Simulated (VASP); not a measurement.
Set up this calculation in VASP 6.6.1, as the native input.

```yaml
Task: single point
Functional: RPBE
Potentials_or_basis: VASP PAW PBE potentials, release 64 (Ga_d)
Cutoff: 520 eV
k_mesh: 13 × 13 × 13
Occupations: fermi-dirac, width 0.05 eV
Spin: no spin polarisation
Dipole_correction: no
Further_INCAR_settings: ALGO = Normal; EDIFF = 1e-07; NBANDS = 12
```

The structure of Ga lies in POSCAR:

```
Ga
1.0
   -1.3843987196      1.3843987196      2.3112238365
    1.3843987196     -1.3843987196      2.3112238365
    1.3843987196      1.3843987196     -2.3112238365
Ga
1
Direct
    0.0000000000      0.0000000000      0.0000000000
```

These files were run (other wordings do the same):

INCAR

```
SYSTEM = Ga
PREC = Accurate ; ENCUT = 520
EDIFF = 1E-7 ; ISMEAR = -1
SIGMA = 0.05 ; LREAL = .FALSE.
LASPH = .TRUE. ; NELM = 100
ALGO = Normal ; ISIF = 2
LWAVE = .FALSE. ; LCHARG = .TRUE.
GGA = RP ; LELF = .TRUE.
LVHAR = .TRUE. ; NBANDS = 12
```

KPOINTS

```
regular mesh
0
G
  13 13 13
  0 0 0
```

Potentials or basis: VASP PAW PBE potentials, release 64 (Ga_d).

Command:

```console
$ cat potpaw_PBE.64/Ga_d/POTCAR > POTCAR
$ mpirun -np 1 vasp_std > vasp.out
```

Results of the run:

The pressure is 5.7 GPa and the band gap on the k mesh is zero (an odd number of electrons rules out a gap without spin polarisation).

Caveat: the cell stands under pressure; the PAW data sets were made with another functional, which shifts forces and pressure a little.

It took 58 s on 1 thread of AMD EPYC 7R13, with other jobs on the host, peak memory 0.14 GiB.
